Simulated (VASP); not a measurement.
A run of VASP 6.6.1:

Contents of POSCAR:

```
HfO2
1.0
    5.1129138024      0.0000000000      0.0000000000
    0.0000000000      4.9025969881      0.0000000000
    0.0000000000      0.0000000000      4.9299483645
Hf O
4 8
Direct
    0.9669940000      0.7325208200      0.7414403500
    0.5330060000      0.7325208200      0.2414403500
    0.4669940000      0.2674791800      0.7414403500
    0.0330060000      0.2674791800      0.2414403500
    0.6321274500      0.9286454000      0.8792672600
    0.8678725500      0.9286454000      0.3792672600
    0.2339485200      0.5398830500      0.4922923900
    0.2660514800      0.5398830500      0.9922923900
    0.7660514800      0.4601169500      0.9922923900
    0.7339485200      0.4601169500      0.4922923900
    0.1321274500      0.0713546000      0.8792672600
    0.3678725500      0.0713546000      0.3792672600
```

The input INCAR.step1:

```
SYSTEM = HfO2
ALGO = Normal
EDIFF = 1E-4
ENCUT = 520
GGA = PE
ISMEAR = -1
LASPH = .TRUE.
LCHARG = .FALSE.
LREAL = .FALSE.
LWAVE = .TRUE.
NBANDS = 56
NELM = 60
PREC = Accurate
SIGMA = 0.05
```

File INCAR.step2:

```
SYSTEM = HfO2
ALGO = Normal
EDIFF = 1E-7
ENCUT = 520
ISIF = 2
ISMEAR = -1
ISTART = 1
IVDW = 13
LASPH = .TRUE.
LCHARG = .TRUE.
LELF = .TRUE.
LMIXTAU = .TRUE.
LREAL = .FALSE.
LVHAR = .TRUE.
LWAVE = .FALSE.
METAGGA = R2SCAN
NBANDS = 56
NELM = 60
PREC = Accurate
SIGMA = 0.05
VDW_A1 = 0.51559235
VDW_A2 = 5.77342911
VDW_S6 = 1.0
VDW_S8 = 0.6018749
```

The input KPOINTS:

```
k-points
0
G
  5 6 5
  0 0 0
```

Potentials or basis: VASP PAW PBE potentials, release 64 (Hf_pv, O).

Command:

```sh
$ cat potpaw_PBE.64/Hf_pv/POTCAR potpaw_PBE.64/O/POTCAR > POTCAR
$ cp INCAR.step1 INCAR
$ mpirun -np 1 vasp_std > vasp.out
$ cp INCAR.step2 INCAR
$ mpirun -np 1 vasp_std > vasp.out
```

Hardware: 1 thread of AMD EPYC 7R43 64-Core Processor (Zen 3), with other jobs on the host.

Problem. How long does it take, and how much memory?

Solution. It took 31 min on 1 thread of AMD EPYC 7R43 64-Core Processor (Zen 3), with other jobs on the host, peak memory 0.31 GiB. Counts: k points 36.
